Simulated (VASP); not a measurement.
# Cu (Cmcm) in VASP: further runs

Cu is run at these levels: PBEsol; tasks: single point.

All numbers are computed with VASP 6.6.1; they aren't measurements. Logs are shortened: lines on timing, memory, paths and dates and some standing lists are left out, and cuts for length are marked.

## Step 1: The cell of the first run

The structure is orthorhombic, space group Cmcm (No. 63). The conventional cell has a = 2.437 Å, b = 7.953 Å, c = 2.475 Å, α = 90.00°, β = 90.00°, γ = 90.00°. Cu (site symmetry m2m) has 10 Cu at 2.44 to 2.54 Å within 3.2 Å.

## Step 2: Single point, PBEsol

Contents of INCAR:

```
SYSTEM = Cu
ALGO = Normal ; EDIFF = 1E-6
ENCUT = 600 ; GGA = PS
GGA_COMPAT = .FALSE. ; ISIF = 2
ISMEAR = -1 ; LASPH = .TRUE.
LCHARG = .TRUE. ; LELF = .TRUE.
LREAL = .FALSE. ; LVHAR = .TRUE.
LWAVE = .FALSE. ; NBANDS = 18
NELM = 120 ; PREC = Accurate
SIGMA = 0.05
```

Contents of KPOINTS:

```
k-points
0
G
  3 3 3
  0 0 0
```

Contents of POSCAR:

```
Cu
1.0
    1.2184640000     -3.9763780000      0.0000000000
    1.2184640000      3.9763780000      0.0000000000
    0.0000000000      0.0000000000      2.4754960000
Cu
2
Direct
    0.1338670000      0.8661330000      0.2500000000
    0.8661330000      0.1338670000      0.7500000000
```

Potentials or basis: VASP PAW PBE potentials, release 64 (Cu).

Launch:

```sh
cat potpaw_PBE.64/Cu/POTCAR > POTCAR
mpirun -np 1 vasp_std > vasp.out
```

OUTCAR:

```text
SYSTEM = Cu
   EDIFF = 1E-6
   ENCUT = 600
   GGA = PS
   ISIF = 2
   ISMEAR = -1
   LASPH = .TRUE.
   LREAL = .FALSE.
   NELM = 120
   PREC = Accurate

 ion  position               nearest neighbor table
   1  0.134  0.866  0.250-   2 2.46   2 2.46   2 2.54   2 2.54   2 2.54   2 2.54
   2  0.866  0.134  0.750-   1 2.46   1 2.46   1 2.54   1 2.54   1 2.54   1 2.54

  LATTYP: Found a base centered orthorhombic cell.
 ALAT       =     2.4369280000
 B/A-ratio  =     3.2634349476
 C/A-ratio  =     1.0158264832

  Lattice vectors:

 A1 = (   1.2184640000,  -3.9763780000,   0.0000000000)
 A2 = (   1.2184640000,   3.9763780000,   0.0000000000)
 A3 = (   0.0000000000,   0.0000000000,   2.4754960000)

Analysis of symmetry for initial positions (statically):
=====================================================================
 Subroutine PRICEL returns:
 Original cell was already a primitive cell.

 Routine SETGRP: Setting up the symmetry group for a
 base centered orthorhombic supercell.

 Subroutine GETGRP returns: Found  8 space group operations
 (whereof  4 operations were pure point group operations)
 out of a pool of  8 trial point group operations.

The static configuration has the point symmetry C_2h.
 The point group associated with its full space group is D_2h.

Analysis of symmetry for dynamics (positions and initial velocities):
=====================================================================
 Subroutine PRICEL returns:
 Original cell was already a primitive cell.

 Routine SETGRP: Setting up the symmetry group for a
 base centered orthorhombic supercell.

 Subroutine GETGRP returns: Found  8 space group operations
 (whereof  4 operations were pure point group operations)
 out of a pool of  8 trial point group operations.

The dynamic configuration has the point symmetry C_2h.
 The point group associated with its full space group is D_2h.

 Subroutine INISYM returns: Found  8 space group operations
 (whereof  4 operations are pure point group operations),
 and found     1 'primitive' translations

----------------------------------------------------------------------------------------

                                     Primitive cell

  volume of cell :      23.9879

  direct lattice vectors                    reciprocal lattice vectors
     1.218464000 -3.976378000  0.000000000     0.410352706 -0.125742573  0.000000000
     1.218464000  3.976378000  0.000000000     0.410352706  0.125742573  0.000000000
     0.000000000  0.000000000  2.475496000     0.000000000  0.000000000  0.403959449

  length of vectors
     4.158874429  4.158874429  2.475496000     0.429185902  0.429185902  0.403959449

  position of ions in fractional coordinates (direct lattice)
     0.133867000  0.866133000  0.250000000
     0.866133000  0.133867000  0.750000000

  ion indices of the primitive-cell ions
   primitive index   ion index
                 1           1
                 2           2

----------------------------------------------------------------------------------------

 KPOINTS: k-points

Automatic generation of k-mesh.
 Grid dimensions read from file:
 generate k-points for:    3    3    3

 Generating k-lattice:

  Cartesian coordinates                     Fractional coordinates (reciprocal lattice)
     0.136784235 -0.041914191  0.000000000     0.333333333  0.000000000  0.000000000
     0.136784235  0.041914191  0.000000000     0.000000000  0.333333333  0.000000000
     0.000000000  0.000000000  0.134653150     0.000000000  0.000000000  0.333333333

  Length of vectors
     0.143061967  0.143061967  0.134653150

  Shift w.r.t. Gamma in fractional coordinates (k-lattice)
     0.000000000  0.000000000  0.000000000

 Subroutine IBZKPT returns following result:
 ===========================================

 Found      8 irreducible k-points:

 Following reciprocal coordinates:
            Coordinates               Weight
  0.000000  0.000000  0.000000      1.000000
  0.333333 -0.000000  0.000000      4.000000
  0.333333  0.333333  0.000000      2.000000
 -0.333333  0.333333  0.000000      2.000000
  0.000000  0.000000  0.333333      2.000000
  0.333333 -0.000000  0.333333      8.000000
  0.333333  0.333333  0.333333      4.000000
 -0.333333  0.333333  0.333333      4.000000
   k-points           NKPTS =      8   k-points in BZ     NKDIM =      8   number of bands    NBANDS=     18
   number of dos      NEDOS =    301   number of ions     NIONS =      2
   total plane-waves  NPLWV =  25920
   dimension x,y,z NGX =    36 NGY =   36 NGZ =   20
   dimension x,y,z NGXF=    72 NGYF=   72 NGZF=   40
   ions per type =               2
   NGX,Y,Z   is equivalent  to a cutoff of  14.39, 14.39, 13.43 a.u.
   NGXF,Y,Z  is equivalent  to a cutoff of  28.78, 28.78, 26.86 a.u.
 SYSTEM =  Cu
   PREC   = accura    normal or accurate (medium, high low for compatibility)
   ISTART =      0    job   : 0-new  1-cont  2-samecut
   ICHARG =      2    charge: 1-file 2-atom 10-const
   ISPIN  =      1    spin polarized calculation?
   LNONCOLLINEAR =      F non collinear calculations
   LSORBIT =      F    spin-orbit coupling
   LASPH  =      T    aspherical Exc in radial PAW
   ENCUT  =  600.0 eV  44.10 Ry    6.64 a.u.   8.31  8.31  4.94*2*pi/ulx,y,z
   NELM   =    120;   NELMIN=  2; NELMDL= -5     # of ELM steps
   EDIFF  = 0.1E-05   stopping-criterion for ELM
   LREAL  =      F    real-space projection
   EDIFFG = 0.1E-04   stopping-criterion for IOM
   NSW    =      0    number of steps for IOM
   IBRION =     -1    ionic relax: 0-MD 1-quasi-New 2-CG
   NFREE  =      0    steps in history (QN), initial steepest desc. (CG)
   ISIF   =      2    stress and relaxation
   ISYM   =      2    0-nonsym 1-usesym 2-fastsym
   POTIM  = 0.5000    time-step for ionic-motion
   TEBEG  =    0.0;   TEEND  =   0.0 temperature during run
   PSTRESS=    0.0 pullay stress
   NELECT =      22.0000    total number of electrons
   NUPDOWN=      -1.0000    fix difference up-down
   EMIN   =  10.00;   EMAX   =-10.00  energy-range for DOS
   EFERMI =   0.00;   METHOD = LEGACY
   ISMEAR =    -1;   SIGMA  =   0.05  broadening in eV -4-tet -1-fermi 0-gaus
   EFERMI_NEDOS =   21; number of points for ismear=-14 and -15
   IALGO  =     38    algorithm
   IMIX   =      4    mixing-type and parameters
     AMIX     =   0.40;   BMIX     =  1.00
     AMIX_MAG =   1.60;   BMIX_MAG =  1.00
  volume/ion in A,a.u.               =      11.99        80.94
  Fermi-wavevector in a.u.,A,eV,Ry     =   1.590565  3.005733 34.421356  2.529898
  Thomas-Fermi vector in A             =   2.689241
   LORBIT       =      0    0 simple, 1 ext, 2 COOP (PROOUT), +10 PAW based schemes
   GGA     = PS    functional components
   LHFCALC =     F    Hartree Fock is set to
   AEXX    =    0.0000 exact exchange contribution
   IVDW    =     0    specifies the selected vdW correction
   LEPSILON=     F    determine dielectric tensor
   LRPA    =     F    only Hartree local field effects (RPA)
 non-spin polarized calculation
  energy-cutoff  :      600.00
  volume of cell :       23.99
 maximum number of plane-waves:       803
 NGX is ok and might be reduce to    36
   NGX = 17   NGY = 17   NGZ =  9

 number of electron      22.0000013 magnetization

 Free energy of the ion-electron system (eV)
  ---------------------------------------------------
  ext. energy  EPLUGINS =         0.00000000
  ---------------------------------------------------
  free energy    TOTEN  =        -8.51607332 eV

  energy without entropy =       -8.51604919  energy(sigma->0) =       -8.51606125

 E-fermi :   6.6945     XC(G=0): -12.7801

 val. band max:        6.1866150211   @ k =   0.3333  -0.0000   0.3333
 cond. band min:       7.0996704251   @ k =   0.0000   0.0000   0.0000
 fundamental gap:      0.9130554040
 Fermi energy:         6.6945359076

 k-point     1 :       0.0000    0.0000    0.0000
  band No.  band energies     occupation
      1      -2.0675      2.00000
      2       2.2275      2.00000
      3       3.0626      2.00000
      4       3.5422      2.00000
      5       4.1522      2.00000
      6       4.4253      2.00000
[... 10 lines left out ...]
     17      26.7879      0.00000
     18      28.7540      0.00000

 k-point     2 :       0.3333   -0.0000    0.0000
  band No.  band energies     occupation
      1       0.7633      2.00000
      2       2.7905      2.00000
      3       3.3804      2.00000
      4       3.7386      2.00000
      5       4.2285      2.00000
      6       4.3846      2.00000
[... 10 lines left out ...]
     17      27.9006      0.00000
     18      28.6969      0.00000

 k-point     3 :       0.3333    0.3333    0.0000
  band No.  band energies     occupation
      1       1.9094      2.00000
      2       2.0572      2.00000
      3       3.6746      2.00000
      4       3.7746      2.00000
      5       3.8727      2.00000
      6       4.5238      2.00000
[... 10 lines left out ...]
     17      24.8940      0.00000
     18      28.3115      0.00000

 k-point     4 :      -0.3333    0.3333    0.0000
  band No.  band energies     occupation
      1      -0.9983      2.00000
      2       1.5908      2.00000
      3       2.9296      2.00000
      4       3.5653      2.00000
      5       3.9733      2.00000
      6       4.5017      2.00000
[... 10 lines left out ...]
     17      26.9790      0.00000
     18      27.5449      0.00000

 k-point     5 :       0.0000    0.0000    0.3333
  band No.  band energies     occupation
      1       0.5816      2.00000
      2       3.0569      2.00000
      3       3.3680      2.00000
      4       3.4183      2.00000
      5       3.8334      2.00000
      6       4.1377      2.00000
[... 10 lines left out ...]
     17      28.8561      0.00000
     18      29.5172      0.00000

 k-point     6 :       0.3333   -0.0000    0.3333
  band No.  band energies     occupation
      1       2.3261      2.00000
      2       3.0792      2.00000
      3       3.1138      2.00000
      4       3.4392      2.00000
      5       4.3642      2.00000
      6       4.3996      2.00000
[... 10 lines left out ...]
     17      21.2797      0.00000
     18      23.6801      0.00000

 k-point     7 :       0.3333    0.3333    0.3333
  band No.  band energies     occupation
      1       2.5694      2.00000
      2       3.0582      2.00000
      3       3.3696      2.00000
      4       3.6618      2.00000
      5       3.6789      2.00000
      6       4.4642      2.00000
[... 10 lines left out ...]
     17      23.1231      0.00000
     18      24.1839      0.00000

 k-point     8 :      -0.3333    0.3333    0.3333
  band No.  band energies     occupation
      1       1.2413      2.00000
      2       2.5500      2.00000
      3       3.3237      2.00000
      4       3.7187      2.00000
      5       4.0644      2.00000
      6       4.3667      2.00000
[... 10 lines left out ...]
     17      26.7330      0.00000
     18      28.8637      0.00000

------------------------ aborting loop because EDIFF is reached ----------------------------------------

  FORCE on cell =-STRESS in cart. coord.  units (eV):
  Direction    XX          YY          ZZ          XY          YZ          ZX
  --------------------------------------------------------------------------------------
  -------------------------------------------------------------------------------------
  Total        0.9215725     -1.6493875      0.1584209      0.0000000      0.0000000      0.0000000
  in kB       61.5527551   -110.1642551     10.5810930      0.0000000      0.0000000      0.0000000
  external PRESSURE =     -12.6768023 kB  Pullay stress =       0.0000000 kB

 VOLUME and BASIS-vectors are now :
 -----------------------------------------------------------------------------
  energy-cutoff  :      600.00
  volume of cell :       23.99
      direct lattice vectors                 reciprocal lattice vectors
     1.218464000 -3.976378000  0.000000000     0.410352706 -0.125742573  0.000000000
     1.218464000  3.976378000  0.000000000     0.410352706  0.125742573  0.000000000
     0.000000000  0.000000000  2.475496000     0.000000000  0.000000000  0.403959449

 POSITION                                       TOTAL-FORCE (eV/Angst)
 -----------------------------------------------------------------------------------
      1.21846      2.91177      0.61887         0.000000     -0.190432     -0.000000
      1.21846     -2.91177      1.85662         0.000000      0.190432      0.000000
 -----------------------------------------------------------------------------------
    total drift:                                0.000000     -0.000000      0.000000

  FREE ENERGIE OF THE ION-ELECTRON SYSTEM (eV)
  ---------------------------------------------------
  free  energy   TOTEN  =        -8.5160733165 eV

  energy  without entropy=       -8.5160491933  energy(sigma->0) =       -8.51606125
```

Run time: 4.6 s. Hardware: 1 thread of Intel Xeon 6975P-C (Granite Rapids), shared host; peak memory 0.15 GiB.

What came out:

```
Free energy            : -8.5161 eV
Pressure               : -1.3 GPa
Largest force          : 0.190 eV/Å
Band gap on the k mesh : zero (bands 11 and 12 overlap by 2.15 eV)
```

Forces on the atoms (eV/Å):
```
Cu   0.000 -0.190  0.000
Cu   0.000  0.190  0.000
```

Stress tensor (GPa, compression positive):
```
  6.16   0.00   0.00
  0.00 -11.02   0.00
  0.00   0.00   1.06
```

Caveat: the k points lie up to 0.90 Å⁻¹ apart, too coarse for converged energies and pressures of a metal; the PAW data sets were made with another functional, which shifts forces and pressure a little.

## Step 3: Single point, PBEsol

Contents of INCAR:

```
SYSTEM = Cu
PREC     = Accurate       ! precision mode
ENCUT    = 600            ! plane-wave cutoff, eV
EDIFF    = 1E-6           ! SCF threshold, eV
ISMEAR   = -1             ! smearing method
SIGMA    = 0.05           ! smearing width, eV
LREAL    = .FALSE.        ! projectors in reciprocal space
LASPH    = .TRUE.         ! aspherical terms in the spheres
NELM     = 120            ! most SCF steps
ALGO     = Normal         ! electronic algorithm
ISIF     = 2              ! what is computed and relaxed
LWAVE    = .FALSE.        ! write WAVECAR
LCHARG   = .FALSE.        ! write CHGCAR
GGA      = PS             ! functional
NBANDS   = 18             ! bands
GGA_COMPAT= .FALSE.
```

Contents of KPOINTS:

```
Automatic mesh
0
G
  5 5 5
  0 0 0
```

POSCAR is that of step 2.

Potentials or basis: VASP PAW PBE potentials, release 64 (Cu).

Launch:

```sh
cat potpaw_PBE.64/Cu/POTCAR > POTCAR
mpirun -np 1 vasp_std > vasp.out
```

Wall time 8 s (1 thread of Intel Xeon 6975P-C (Granite Rapids), shared host); peak memory 0.16 GiB.

Results (log left out):

```yaml
Free_energy: -8.3219 eV
Pressure: -0.8 GPa
Largest_force: 0.012 eV/Å
Band_gap_on_the_k_mesh: zero (bands 11 and 12 overlap by 3.52 eV)
```

Forces on the atoms (eV/Å):
```
Cu   0.000 -0.012  0.000
Cu   0.000  0.012  0.000
```

Stress tensor (GPa, compression positive):
```
 0.11  0.00  0.00
 0.00 -2.45  0.00
 0.00  0.00  0.03
```

Levels at points of the mesh, in eV from the Fermi level:
```tsv
k point	band 9	band 10	band 11	band 12	band 13	band 14
(0.00, 0.00, 0.00)	-1.76	-1.62	-1.40	-0.06	4.82	14.75
```

Caveat: the k points lie up to 0.54 Å⁻¹ apart, too coarse for converged energies and pressures of a metal; the PAW data sets were made with another functional, which shifts forces and pressure a little.
